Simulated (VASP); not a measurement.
# GePt (Pnma) in VASP: notebook

The runs below take GePt through single point, relaxation of cell and atoms, with PBE.

Program: VASP 6.6.1. These are calculated values, not measurements. Logs are shortened: lines on timing, memory, paths and dates and some standing lists are left out, and cuts for length are marked.

### Step 1. The cell of the first run

Symmetry: Pnma, No. 62, orthorhombic system. The conventional cell has a = 5.837 Å, b = 3.746 Å, c = 6.177 Å, α = 90.00°, β = 90.00°, γ = 90.00°. Ge (site symmetry m) has 6 Pt at 2.51 to 2.71 Å and 2 Ge at 3.06 Å within 3.3 Å. Within 3.3 Å of Pt (site symmetry m) lie 6 Ge at 2.51 to 2.71 Å and 4 Pt at 3.00 to 3.02 Å.

### Step 2. Single point, PBE

Input file INCAR:

```
SYSTEM = GePt
  PREC = Accurate
  ENCUT = 520
  EDIFF = 1E-6
  ISMEAR = 0
  SIGMA = 0.1
  LREAL = .FALSE.
  LASPH = .TRUE.
  NELM = 100
  ALGO = Normal
  ISIF = 2
  LWAVE = .FALSE.
  LCHARG = .FALSE.
  GGA = PE
  NBANDS = 58
```

Input file KPOINTS:

```
Automatic mesh
0
G
  4 6 4
  0 0 0
```

Input file POSCAR:

```
GePt
1.0
    5.8366554836      0.0000000000      0.0000000000
    0.0000000000      3.7462088345      0.0000000000
    0.0000000000      0.0000000000      6.1774034960
Ge Pt
4 4
Direct
    0.8143159425      0.7500000000      0.5874475854
    0.1856840575      0.2500000000      0.4125524146
    0.3143159425      0.7500000000      0.9125524146
    0.6856840575      0.2500000000      0.0874475854
    0.0024305610      0.7500000000      0.1921276299
    0.9975694390      0.2500000000      0.8078723701
    0.5024305610      0.7500000000      0.3078723701
    0.4975694390      0.2500000000      0.6921276299
```

Potentials or basis: VASP PAW PBE potentials, release 64 (Ge_d, Pt).

Command:

```sh
$ cat potpaw_PBE.64/Ge_d/POTCAR potpaw_PBE.64/Pt/POTCAR > POTCAR
$ mpirun -np 1 vasp_std > vasp.out
```

OUTCAR:

```text
SYSTEM = GePt
   PREC = Accurate
   ENCUT = 520
   EDIFF = 1E-6
   ISMEAR = 0
   LREAL = .FALSE.
   LASPH = .TRUE.
   NELM = 100
   ISIF = 2
   GGA = PE

 ion  position               nearest neighbor table
   1  0.814  0.750  0.587-   7 2.51   6 2.55   6 2.55   5 2.68   8 2.71   8 2.71
   2  0.186  0.250  0.413-   8 2.51   5 2.55   5 2.55   6 2.68   7 2.71   7 2.71
   3  0.314  0.750  0.913-   5 2.51   8 2.55   8 2.55   7 2.68   6 2.71   6 2.71
   4  0.686  0.250  0.087-   6 2.51   7 2.55   7 2.55   8 2.68   5 2.71   5 2.71
   5  0.002  0.750  0.192-   3 2.51   2 2.55   2 2.55   1 2.68   4 2.71   4 2.71   7 3.00   7 3.00
                             6 3.02   6 3.02
   6  0.998  0.250  0.808-   4 2.51   1 2.55   1 2.55   2 2.68   3 2.71   3 2.71   8 3.00   8 3.00
                             5 3.02   5 3.02
   7  0.502  0.750  0.308-   1 2.51   4 2.55   4 2.55   3 2.68   2 2.71   2 2.71   5 3.00   5 3.00
                             8 3.02   8 3.02
   8  0.498  0.250  0.692-   2 2.51   3 2.55   3 2.55   4 2.68   1 2.71   1 2.71   6 3.00   6 3.00
                             7 3.02   7 3.02

  LATTYP: Found a simple orthorhombic cell.
 ALAT       =     3.7462088345
 B/A-ratio  =     1.5580165820
 C/A-ratio  =     1.6489746752

  Lattice vectors:

 A1 = (   0.0000000000,  -3.7462088345,   0.0000000000)
 A2 = (   5.8366554836,   0.0000000000,   0.0000000000)
 A3 = (   0.0000000000,   0.0000000000,   6.1774034960)

Analysis of symmetry for initial positions (statically):
=====================================================================
 Subroutine PRICEL returns:
 Original cell was already a primitive cell.

 Routine SETGRP: Setting up the symmetry group for a
 simple orthorhombic supercell.

 Subroutine GETGRP returns: Found  8 space group operations
 (whereof  2 operations were pure point group operations)
 out of a pool of  8 trial point group operations.

The static configuration has the point symmetry S_2 .
 The point group associated with its full space group is D_2h.

Analysis of symmetry for dynamics (positions and initial velocities):
=====================================================================
 Subroutine PRICEL returns:
 Original cell was already a primitive cell.

 Routine SETGRP: Setting up the symmetry group for a
 simple orthorhombic supercell.

 Subroutine GETGRP returns: Found  8 space group operations
 (whereof  2 operations were pure point group operations)
 out of a pool of  8 trial point group operations.

The dynamic configuration has the point symmetry S_2 .
 The point group associated with its full space group is D_2h.

 Subroutine INISYM returns: Found  8 space group operations
 (whereof  2 operations are pure point group operations),
 and found     1 'primitive' translations

----------------------------------------------------------------------------------------

                                     Primitive cell

  volume of cell :     135.0710

  direct lattice vectors                    reciprocal lattice vectors
     5.836655484  0.000000000  0.000000000     0.171330996  0.000000000  0.000000000
     0.000000000  3.746208834  0.000000000     0.000000000  0.266936533  0.000000000
     0.000000000  0.000000000  6.177403496     0.000000000  0.000000000  0.161880311

  length of vectors
     5.836655484  3.746208834  6.177403496     0.171330996  0.266936533  0.161880311

  position of ions in fractional coordinates (direct lattice)
     0.814315943  0.750000000  0.587447585
     0.185684057  0.250000000  0.412552415
     0.314315943  0.750000000  0.912552415
     0.685684057  0.250000000  0.087447585
     0.002430561  0.750000000  0.192127630
     0.997569439  0.250000000  0.807872370
     0.502430561  0.750000000  0.307872370
     0.497569439  0.250000000  0.692127630

  ion indices of the primitive-cell ions
   primitive index   ion index
                 1           1
                 2           2
                 3           3
                 4           4
                 5           5
                 6           6
                 7           7
                 8           8

----------------------------------------------------------------------------------------

 KPOINTS: Automatic mesh

Automatic generation of k-mesh.
 Grid dimensions read from file:
 generate k-points for:    4    6    4

 Generating k-lattice:

  Cartesian coordinates                     Fractional coordinates (reciprocal lattice)
     0.042832749  0.000000000  0.000000000     0.250000000  0.000000000  0.000000000
     0.000000000  0.044489422  0.000000000     0.000000000  0.166666667  0.000000000
     0.000000000  0.000000000  0.040470078     0.000000000  0.000000000  0.250000000

  Length of vectors
     0.042832749  0.044489422  0.040470078

  Shift w.r.t. Gamma in fractional coordinates (k-lattice)
     0.000000000  0.000000000  0.000000000

 Subroutine IBZKPT returns following result:
 ===========================================

 Found     36 irreducible k-points:

 Following reciprocal coordinates:
            Coordinates               Weight
  0.000000  0.000000  0.000000      1.000000
  0.250000  0.000000  0.000000      2.000000
  0.500000  0.000000  0.000000      1.000000
  0.000000  0.166667  0.000000      2.000000
  0.250000  0.166667  0.000000      4.000000
  0.500000  0.166667  0.000000      2.000000
[... 16 lines left out ...]
  0.250000  0.500000  0.250000      4.000000
  0.500000  0.500000  0.250000      2.000000
 [... further k-points ...]
   k-points           NKPTS =     36   k-points in BZ     NKDIM =     36   number of bands    NBANDS=     58
   number of dos      NEDOS =    301   number of ions     NIONS =      8
   total plane-waves  NPLWV =  64512
   dimension x,y,z NGX =    48 NGY =   28 NGZ =   48
   dimension x,y,z NGXF=    96 NGYF=   56 NGZF=   96
   ions per type =               4   4
   NGX,Y,Z   is equivalent  to a cutoff of  13.67, 12.43, 12.92 a.u.
   NGXF,Y,Z  is equivalent  to a cutoff of  27.34, 24.85, 25.84 a.u.
 SYSTEM =  GePt
   PREC   = accura    normal or accurate (medium, high low for compatibility)
   ISTART =      0    job   : 0-new  1-cont  2-samecut
   ICHARG =      2    charge: 1-file 2-atom 10-const
   ISPIN  =      1    spin polarized calculation?
   LNONCOLLINEAR =      F non collinear calculations
   LSORBIT =      F    spin-orbit coupling
   LASPH  =      T    aspherical Exc in radial PAW
   ENCUT  =  520.0 eV  38.22 Ry    6.18 a.u.  10.85  6.97 11.49*2*pi/ulx,y,z
   NELM   =    100;   NELMIN=  2; NELMDL= -5     # of ELM steps
   EDIFF  = 0.1E-05   stopping-criterion for ELM
   LREAL  =      F    real-space projection
   EDIFFG = 0.1E-04   stopping-criterion for IOM
   NSW    =      0    number of steps for IOM
   IBRION =     -1    ionic relax: 0-MD 1-quasi-New 2-CG
   NFREE  =      0    steps in history (QN), initial steepest desc. (CG)
   ISIF   =      2    stress and relaxation
   ISYM   =      2    0-nonsym 1-usesym 2-fastsym
   POTIM  = 0.5000    time-step for ionic-motion
   TEBEG  =    0.0;   TEEND  =   0.0 temperature during run
   PSTRESS=    0.0 pullay stress
   NELECT =      96.0000    total number of electrons
   NUPDOWN=      -1.0000    fix difference up-down
   EMIN   =  10.00;   EMAX   =-10.00  energy-range for DOS
   EFERMI =   0.00;   METHOD = LEGACY
   ISMEAR =     0;   SIGMA  =   0.10  broadening in eV -4-tet -1-fermi 0-gaus
   EFERMI_NEDOS =   21; number of points for ismear=-14 and -15
   IALGO  =     38    algorithm
   IMIX   =      4    mixing-type and parameters
     AMIX     =   0.40;   BMIX     =  1.00
     AMIX_MAG =   1.60;   BMIX_MAG =  1.00
  volume/ion in A,a.u.               =      16.88       113.94
  Fermi-wavevector in a.u.,A,eV,Ry     =   1.460981  2.760854 29.041166  2.134466
  Thomas-Fermi vector in A             =   2.577367
   LORBIT       =      0    0 simple, 1 ext, 2 COOP (PROOUT), +10 PAW based schemes
   GGA     = PE    functional components
   LHFCALC =     F    Hartree Fock is set to
   AEXX    =    0.0000 exact exchange contribution
   IVDW    =     0    specifies the selected vdW correction
   LEPSILON=     F    determine dielectric tensor
   LRPA    =     F    only Hartree local field effects (RPA)
 non-spin polarized calculation
 Gauss-broadening in eV      SIGMA  =   0.10
  energy-cutoff  :      520.00
  volume of cell :      135.07
 maximum number of plane-waves:      3676
 NGX is ok and might be reduce to    48
   NGX = 21   NGY = 13   NGZ = 23

 number of electron      95.9999961 magnetization

 Free energy of the ion-electron system (eV)
  ---------------------------------------------------
  ext. energy  EPLUGINS =         0.00000000
  ---------------------------------------------------
  free energy    TOTEN  =       -46.20123559 eV

  energy without entropy =      -46.18600389  energy(sigma->0) =      -46.19361974

 E-fermi :   9.0697     XC(G=0): -12.2120

 val. band max:        9.0633518015   @ k =   0.5000   0.1667   0.2500
 cond. band min:       9.0853409913   @ k =   0.0000   0.5000   0.2500
 fundamental gap:      0.0219891898
 Fermi energy:         9.0696534780

 k-point     1 :       0.0000    0.0000    0.0000
  band No.  band energies     occupation
      1     -16.0331      2.00000
      2     -16.0259      2.00000
      3     -16.0259      2.00000
      4     -16.0231      2.00000
      5     -16.0120      2.00000
      6     -16.0021      2.00000
[... 50 lines left out ...]
     57      14.1384      0.00000
     58      14.5104      0.00000

 k-point     2 :       0.2500    0.0000    0.0000
  band No.  band energies     occupation
      1     -16.0318      2.00000
      2     -16.0268      2.00000
      3     -16.0249      2.00000
      4     -16.0228      2.00000
      5     -16.0111      2.00000
      6     -16.0039      2.00000
[... 50 lines left out ...]
     57      14.0516      0.00000
     58      14.6288      0.00000

 k-point     3 :       0.5000    0.0000    0.0000
  band No.  band energies     occupation
      1     -16.0291      2.00000
      2     -16.0291      2.00000
      3     -16.0232      2.00000
      4     -16.0232      2.00000
      5     -16.0080      2.00000
      6     -16.0080      2.00000
[... 1216 lines left out ...]
      3     -16.0215      2.00000
      4     -16.0215      2.00000
      5     -16.0063      2.00000
      6     -16.0063      2.00000
[... 50 lines left out ...]
     57      14.8776      0.00000
     58      14.8778      0.00000

 k-point    24 :       0.5000    0.5000    0.2500
  band No.  band energies     occupation
      1     -16.0213      2.00000
      2     -16.0213      2.00000
      3     -16.0213      2.00000
      4     -16.0213      2.00000
      5     -16.0034      2.00000
      6     -16.0034      2.00000
[... 50 lines left out ...]
     57      14.1469      0.00000
     58      14.1469      0.00000

 [... further k-points ...]
[... 5 lines left out ...]
  --------------------------------------------------------------------------------------
  -------------------------------------------------------------------------------------
  Total       -0.1992989     -0.2198139     -0.1555101      0.0000000      0.0000000      0.0000000
  in kB       -2.3640332     -2.6073763     -1.8446217      0.0000000      0.0000000      0.0000000
  external PRESSURE =      -2.2720104 kB  Pullay stress =       0.0000000 kB

 VOLUME and BASIS-vectors are now :
 -----------------------------------------------------------------------------
  energy-cutoff  :      520.00
  volume of cell :      135.07
      direct lattice vectors                 reciprocal lattice vectors
     5.836655484  0.000000000  0.000000000     0.171330996  0.000000000  0.000000000
     0.000000000  3.746208834  0.000000000     0.000000000  0.266936533  0.000000000
     0.000000000  0.000000000  6.177403496     0.000000000  0.000000000  0.161880311

 POSITION                                       TOTAL-FORCE (eV/Angst)
 -----------------------------------------------------------------------------------
      4.75288      2.80966      3.62890         0.007242      0.000000      0.009389
      1.08377      0.93655      2.54850        -0.007242     -0.000000     -0.009389
      1.83455      2.80966      5.63720         0.007242     -0.000000     -0.009389
      4.00210      0.93655      0.54020        -0.007242      0.000000      0.009389
      0.01419      2.80966      1.18685        -0.016633     -0.000000      0.014966
      5.82247      0.93655      4.99055         0.016633      0.000000     -0.014966
      2.93251      2.80966      1.90185        -0.016633      0.000000     -0.014966
      2.90414      0.93655      4.27555         0.016633     -0.000000      0.014966
 -----------------------------------------------------------------------------------
    total drift:                               -0.000000      0.000000      0.000000

  FREE ENERGIE OF THE ION-ELECTRON SYSTEM (eV)
  ---------------------------------------------------
  free  energy   TOTEN  =       -46.2012355938 eV

  energy  without entropy=      -46.1860038926  energy(sigma->0) =      -46.19361974
```

Run time: 1.8 min. Hardware: 1 thread of Intel Xeon 6975P-C (Granite Rapids), shared host; peak memory 0.36 GiB.

Results:

| Property | Result |
| --- | --- |
| Free energy | -46.2012 eV |
| Pressure | -0.2 GPa |
| Largest force | 0.022 eV/Å |
| Band gap on the k mesh | zero (bands 48 and 49 overlap by 1.15 eV) |

Forces on the atoms (eV/Å):
```
Ge   0.007  0.000  0.009
Ge  -0.007  0.000 -0.009
Ge   0.007  0.000 -0.009
Ge  -0.007  0.000  0.009
Pt  -0.017  0.000  0.015
Pt   0.017  0.000 -0.015
Pt  -0.017  0.000 -0.015
Pt   0.017  0.000  0.015
```

Caveat: spin-orbit coupling is left out, which moves the levels of the heavy elements.

### Step 3. Relaxation of cell and atoms, PBE

This run uses another cell than the first one, of 16.40 Å³/atom.

Input file INCAR:

```
SYSTEM = GePt
  PREC = Accurate
  ENCUT = 600
  EDIFF = 1E-6
  ISMEAR = 0
  SIGMA = 0.1
  LREAL = .FALSE.
  LASPH = .TRUE.
  NELM = 100
  ALGO = Normal
  ISIF = 3
  LWAVE = .FALSE.
  LCHARG = .FALSE.
  GGA = PE
  IBRION = 2
  NSW = 60
  EDIFFG = -0.04
```

KPOINTS is that of step 2.

Input file POSCAR:

```
GePt
1.0
    5.7560120000      0.0000000000      0.0000000000
    0.0000000000      3.7300320000      0.0000000000
    0.0000000000      0.0000000000      6.1115640000
Ge Pt
4 4
Direct
    0.8139320000      0.7500000000      0.5880130000
    0.1860680000      0.2500000000      0.4119870000
    0.3139320000      0.7500000000      0.9119870000
    0.6860680000      0.2500000000      0.0880130000
    0.0018520000      0.7500000000      0.1927090000
    0.9981480000      0.2500000000      0.8072910000
    0.5018520000      0.7500000000      0.3072910000
    0.4981480000      0.2500000000      0.6927090000
```

Potentials or basis: VASP PAW PBE potentials, release 64 (Ge_d, Pt).

Command:

```sh
$ cat potpaw_PBE.64/Ge_d/POTCAR potpaw_PBE.64/Pt/POTCAR > POTCAR
$ mpirun -np 1 vasp_std > vasp.out
```

Run time: 7.2 min. Hardware: 1 thread of Intel Xeon 6975P-C (Granite Rapids), shared host; peak memory 0.43 GiB.

It converged, with:

```yaml
Free_energy: -46.2006 eV
Relaxed_volume: 16.87 Å³/atom
Relaxed_cell: a = 5.816 Å, b = 3.760 Å, c = 6.172 Å, α = 90.00°, β = 90.00°, γ = 90.00°
Space_group_after_relaxing_to_0.1_Å: Pnma (No. 62)
Energy_gained_by_relaxing: 7.1 meV/atom
Ionic_steps: 4
Pressure_after_relaxing: 0.0 GPa
Largest_force_after_relaxing: 0.011 eV/Å
Band_gap_on_the_k_mesh: zero (bands 48 and 49 overlap by 1.17 eV)
```

Forces in eV/Å, atoms in the order of the input:
```
Ge   0.007  0.000  0.003
Ge  -0.007  0.000 -0.003
Ge   0.007  0.000 -0.003
Ge  -0.007  0.000  0.003
Pt  -0.003  0.000 -0.010
Pt   0.003  0.000  0.010
Pt  -0.003  0.000  0.010
Pt   0.003  0.000 -0.010
```

Stress tensor (GPa, compression positive):
```
 0.21  0.00  0.00
 0.00 -0.32  0.00
 0.00  0.00  0.04
```

The path:
```tsv
step	energy change (eV)	largest force (eV/Å)	pressure (GPa)	volume (Å³)
1	0.0000	0.1186	4.84	131.22
2	0.0638	0.1384	-6.21	140.86
3	-0.0567	0.0093	-0.11	135.02
4	-0.0567	0.0106	-0.02	134.94
```

Final structure:
```yaml
crystal:
  lattice:
    - [5.81573, 0.00000, 0.00000]
    - [0.00000, 3.75965, 0.00000]
    - [0.00000, 0.00000, 6.17169]
  atoms:
    - { symbol: Ge, position: [0.81424, 0.75000, 0.58814] }
    - { symbol: Ge, position: [0.18576, 0.25000, 0.41186] }
    - { symbol: Ge, position: [0.31424, 0.75000, 0.91186] }
    - { symbol: Ge, position: [0.68576, 0.25000, 0.08814] }
    - { symbol: Pt, position: [0.00152, 0.75000, 0.19249] }
    - { symbol: Pt, position: [0.99848, 0.25000, 0.80751] }
    - { symbol: Pt, position: [0.50152, 0.75000, 0.30751] }
    - { symbol: Pt, position: [0.49848, 0.25000, 0.69249] }
```

Levels at points of the mesh, in eV from the Fermi level:
```csv
k point,band 45,band 46,band 47,band 48,band 49,band 50,band 51,band 52
"(0.00, 0.00, 0.00)",-2.32,-1.35,-1.34,-0.87,0.68,0.79,2.96,3.19
"(0.50, 0.00, 0.00)",-2.34,-2.34,-0.01,-0.01,1.33,1.33,2.23,2.23
"(0.00, 0.50, 0.00)",-2.41,-2.41,-1.49,-1.49,-0.14,-0.14,2.02,2.02
"(0.50, 0.50, 0.00)",-1.79,-1.79,-1.79,-1.79,0.57,0.57,0.57,0.57
"(0.00, 0.00, 0.50)",-1.72,-1.72,0.01,0.01,1.08,1.08,1.80,1.80
"(0.50, 0.00, 0.50)",-1.28,-1.28,0.73,0.73,1.73,1.73,2.61,2.61
"(0.00, 0.50, 0.50)",-2.36,-2.36,-2.03,-2.03,0.51,0.51,0.96,0.96
"(0.50, 0.50, 0.50)",-2.34,-2.34,-2.34,-2.34,2.40,2.40,2.40,2.40
```

Caveat: spin-orbit coupling is left out, which moves the levels of the heavy elements.
